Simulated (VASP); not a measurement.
**Cu: single point with LDA**

Cu:

```
Cu
1.0
     2.57306    0.00000    0.00000
    -1.28653    2.22834    0.00000
     0.00000    0.00000    4.16837
Cu
2
Direct
  0.21333 0.60667 0.16000
  0.78667 0.39333 0.84000
```

This cell differs from its parent crystal: shortest bond scaled by 0.64.

```json
{
 "Program": "VASP 6.6.1",
 "Task": "single point",
 "Functional": "LDA",
 "Potentials or basis": "VASP PAW LDA potentials, release 64 (Cu)",
 "Cutoff": "520 eV",
 "k mesh": "13 × 13 × 7",
 "Occupations": "fermi-dirac, width 0.05 eV",
 "Spin": "no spin polarisation"
}
```

```
Pressure               : 74.1 GPa
Largest force          : 20.173 eV/Å
Band gap on the k mesh : zero (band 11 reaches 10.07 eV, above the bottom of band 12 at 6.32 eV)
```

Forces in eV/Å, atoms in the order of the input:
```
Cu    8.504   4.910  17.621
Cu   -8.504  -4.910 -17.621
```

Stress tensor (GPa, compression positive):
```
 58.91  31.45  75.51
 31.45  22.60  43.60
 75.51  43.60 140.78
```

Levels at points of the mesh, in eV from the Fermi level:
| k point | band 8 | band 9 | band 10 | band 11 | band 12 | band 13 | band 14 | band 15 |
| --- | --- | --- | --- | --- | --- | --- | --- | --- |
| (0.00, 0.00, 0.00) | -2.49 | -2.14 | -1.61 | -1.31 | 1.00 | 2.16 | 19.95 | 21.11 |

Run time: 45 s on 1 thread of Intel(R) Xeon(R) 6975P-C (Granite Rapids), on a shared host, peak memory 0.21 GiB.

Caveat: the cell differs from its parent crystal (shortest bond scaled by 0.64); forces of over 1 eV/Å act on the atoms, so gaps and moduli don't describe the material at rest.
